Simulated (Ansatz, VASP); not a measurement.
# La8O11 in VASP and in Ansatz

```
CELL_PARAMETERS angstrom
-3.93078 -6.80831 0.00000
5.89617 -3.40415 0.00000
0.00000 0.00000 6.11195
ATOMIC_POSITIONS crystal
La 0.50771 0.66381 0.74747
La 0.49644 0.33186 0.24972
La 0.25000 0.17150 0.75374
La 0.25000 0.82992 0.20086
La 0.99229 0.66381 0.74747
La 0.00356 0.33186 0.24972
La 0.75000 0.16852 0.75583
La 0.75000 0.83745 0.24527
O 0.49887 0.33418 0.64525
O 0.75000 0.51070 0.00581
O 0.25000 0.14481 0.36814
O 0.49070 0.67399 0.36181
O 0.50907 0.00558 0.00085
O 0.00930 0.67399 0.36181
O 0.00113 0.33418 0.64525
O 0.25000 0.47621 0.01559
O 0.75000 0.17097 0.35734
O 0.75000 0.83773 0.64133
O 0.99093 0.00558 0.00085
```

Alike in both runs: functional PBE; k mesh 2 × 2 × 2; occupations gaussian, width 0.05 eV; no spin polarisation.

Ansatz relaxed the structure, and its values are those at the end. VASP's run is a single point on that final structure, the one shown.

|  | VASP | Ansatz |
| --- | --- | --- |
| version | VASP 6.6.1 | Ansatz 0.2.0 |
| potentials or method | VASP PAW PBE potentials, release 64 (La, O), cutoff 520 eV | scalar-relativistic, plane waves, PAW |
| valence electrons in the cell | 154 | 154 |

VASP gave:

| Property | Result |
| --- | --- |
| rms of the force components (eV/Å) | 0.008 |

**Question.** What did Ansatz give for the same quantities?

**Answer.** rms of the force components (eV/Å): 0.006.

The k mesh is coarse, so the values compare programs but aren't converged. Spin-orbit coupling is off throughout.
